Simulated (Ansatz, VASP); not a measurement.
## Two plane-wave programs on LiGe2P3

The input INCAR:

```
SYSTEM = LiGe2P3
ALGO     = Normal         ! electronic algorithm
EDIFF    = 1E-7           ! SCF threshold, eV
ENCUT    = 520            ! plane-wave cutoff, eV
GGA      = PE             ! functional
ISIF     = 2              ! what is computed and relaxed
ISMEAR   = 0              ! smearing method
LASPH    = .True.         ! aspherical terms in the spheres
LCHARG   = .False.        ! write CHGCAR
LREAL    = .False.        ! projectors in reciprocal space
LWAVE    = .False.        ! write WAVECAR
NBANDS   = 32             ! bands
NELM     = 80             ! most SCF steps
PREC     = Accurate       ! precision mode
SIGMA    = 0.1            ! smearing width, eV
```

The input KPOINTS:

```
k-points
0
Gamma
  6 6 2
  0 0 0
```

The input POSCAR:

```
LiGe2P3
1.0
    3.6146853487      0.0000000000      0.0000000000
    0.0000000000      3.6146853487      0.0000000000
    0.0000000000      0.0000000000      7.9634913851
Li Ge P
1 2 3
Direct
    0.0000000000      0.0000000000      0.0000000000
    0.0000000000      0.5000000000      0.7315000000
    0.5000000000      0.0000000000      0.2685000000
    0.0000000000      0.5000000000      0.3835000000
    0.5000000000      0.0000000000      0.6165000000
    0.5000000000      0.5000000000      0.0000000000
```

Input for Ansatz:

```yaml
crystal:
  lattice:
    - [3.6146853487, 0.0, 0.0]
    - [0.0, 3.6146853487, 0.0]
    - [0.0, 0.0, 7.9634913851]
  atoms:
    - { symbol: Li, position: [0.0, 0.0, 0.0] }
    - { symbol: Ge, position: [0.0, 0.5, 0.7315] }
    - { symbol: Ge, position: [0.5, 0.0, 0.2685] }
    - { symbol: P, position: [0.0, 0.5, 0.3835] }
    - { symbol: P, position: [0.5, 0.0, 0.6165] }
    - { symbol: P, position: [0.5, 0.5, 0.0] }
basis:
  ecutwfc: 420
kpoints:
  mp_grid: { grid: [6, 6, 2] }
hamiltonian:
  xc: pbe
scf:
  occupations: { method: gaussian, width: 0.1 }
  lower_state_search: "off"
output:
  forces: true
  stress: true
  eigenvalues: true
```

Alike in both runs: task single point; functional PBE; k mesh 6 × 6 × 2; occupations gaussian, width 0.1 eV; no spin polarisation.

|  | VASP | Ansatz |
| --- | --- | --- |
| version | VASP 6.6.1 | Ansatz 0.2.0 |
| potentials or method | VASP PAW PBE potentials, release 64 (Li_sv, Ge_d, P), cutoff 520 eV | scalar-relativistic, plane waves, PAW |
| valence electrons in the cell | 46 | 46 |

VASP gave:

```
gap on the k mesh at the Fermi level (eV) : none
rms of the force components (eV/Å)        : 0.216
```

Question: Estimate Ansatz's values.

Answer: gap on the k mesh at the Fermi level (eV): none; rms of the force components (eV/Å): 0.217.

Atom by atom the forces differ by 0.001 eV/Å (rms over components). A gap of «none» marks a metal or a gap that the smearing closes.

The k mesh is coarse, so the values compare programs but aren't converged. Noted on VASP's run: the cutoff is short for stress, so the pressure is rough.
